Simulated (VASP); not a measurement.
Runs of VASP 6.6.1 on KI. It takes space group Fm-3m (No. 225, cubic). The conventional cell has a = 7.089 Å, b = 7.089 Å, c = 7.089 Å, α = 90.00°, β = 90.00°, γ = 90.00°. Within 4.7 Å of K (site symmetry m-3m) lie 6 I at 3.54 Å. Within 4.7 Å of I (site symmetry m-3m) lie 6 K at 3.54 Å. 

```csv
level,potentials or basis,k mesh,grid for exact exchange (PRECFOCK),share of exact exchange,screening parameter,gap on the mesh (eV),pressure (GPa)
PBE,"VASP PAW PBE potentials, release 64 (K_sv, I)",4 × 4 × 4,-,-,-,3.94,0.5
HSE06,"VASP PAW PBE potentials, release 64 (K_sv, I)",4 × 4 × 4,Normal,0.25,0.2079 1/Å,4.93,(b)
LDA,"VASP PAW LDA potentials, release 64 (K_sv, I)",4 × 4 × 4,-,-,-,3.59,-1.4
PBE,"VASP PAW PBE potentials, release 64 (K_sv, I)",6 × 6 × 6,-,-,-,3.94,0.5
r2SCAN,"VASP PAW PBE potentials, release 64 (K_sv, I)",4 × 4 × 4,-,-,-,(a),0.0
```

Alike in all rows: task single point; no spin polarisation; cell as given; cutoff (eV) 520; smearing gaussian 0.01 eV.

Task: Estimate the missing entries.

Result: (a) 4.58; (b) 0.3.

Caveats: spin-orbit coupling is left out, which moves the levels of the heavy elements; the PAW data sets were made with another functional, which shifts forces and pressure a little (at least some runs).

A k mesh can miss the band edges, and the runs leave out spin-orbit coupling on I.
